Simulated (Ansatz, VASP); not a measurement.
# Two plane-wave programs on WSe2

```
CELL_PARAMETERS angstrom
3.31534 0.00000 0.00000
-1.65767 2.87117 0.00000
0.00000 0.00000 6.51920
ATOMIC_POSITIONS crystal
W 0.00000 0.00000 0.00000
Se 0.33333 0.66667 0.25717
Se 0.66667 0.33333 0.74283
```

Alike in both runs: task single point; functional r2SCAN; k mesh 6 × 6 × 4; occupations methfessel-paxton of order 1, width 0.001 eV; no spin polarisation.

|  | VASP | Ansatz |
| --- | --- | --- |
| version | VASP 6.6.1 | Ansatz 0.2.0 |
| potentials or method | VASP PAW PBE potentials, release 64 (W_sv, Se) | plane waves |
| plane-wave cutoff (eV) | 520 | 500 |
| valence electrons in the cell | 26 | 46 |

Ansatz gave:

* pressure (GPa): 1.5
* traceless stress, the component that is largest in VASP (GPa): -0.59
* rms of the force components (eV/Å): 0.054

Estimate VASP's values.

pressure (GPa): 1.8; traceless stress, the component that is largest in VASP (GPa): -0.59; rms of the force components (eV/Å): 0.038.

VASP's potentials were made for PBE, not for r2SCAN. Atom by atom the forces differ by 0.016 eV/Å (rms over components). With one functional, cell and mesh, what is left measures potentials, basis and numerics. VASP's potentials hold 26 valence electrons a cell and Ansatz's 46, so a difference there can come from the potentials and not from the codes.

The k mesh is coarse, so the values compare programs but aren't converged. Spin-orbit coupling is off throughout.
